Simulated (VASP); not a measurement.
Wanted: the native input for a VASP 6.6.1 run.

```
Task                   : single point
Functional             : PBE
Potentials or basis    : VASP PAW PBE potentials, release 64 (Cu)
Cutoff                 : 520 eV
k mesh                 : 20 × 20 × 20
Occupations            : methfessel-paxton, width 0.2 eV
Spin                   : no spin polarisation
Dipole correction      : no
Further INCAR settings : ALGO = Normal; EDIFF = 1e-06; NBANDS = 12
```

The structure of Cu lies in POSCAR:

```
Cu
1.0
   -1.4427933200      1.4427933200      1.3760814500
    1.4427933200     -1.4427933200      1.3760814500
    1.4427933200      1.4427933200     -1.3760814500
Cu
1
Direct
    0.0000000000      0.0000000000      0.0000000000
```

One way to write it, as run:

INCAR

```
SYSTEM = Cu
ALGO = Normal
EDIFF = 1E-6
ENCUT = 520
GGA = PE
ISIF = 2
ISMEAR = 1
LASPH = .True.
LCHARG = .False.
LREAL = .False.
LWAVE = .False.
NBANDS = 12
NELM = 60
PREC = Accurate
SIGMA = 0.2
```

KPOINTS

```
k-points
0
Gamma
  20 20 20
  0 0 0
```

Potentials or basis: VASP PAW PBE potentials, release 64 (Cu).

Run with:

```console
$ cat potpaw_PBE.64/Cu/POTCAR > POTCAR
$ mpirun -np 1 vasp_std > vasp.out
```

Results of the run:

| Item | Value |
| --- | --- |
| Pressure | 7.8 GPa |
| Band gap on the k mesh | zero (an odd number of electrons rules out a gap without spin polarisation) |

Caveat: the cell stands under pressure.

Run time: 29 s on 1 thread of Intel(R) Xeon(R) 6975P-C (Granite Rapids), with other jobs on the host, peak memory 0.18 GiB.
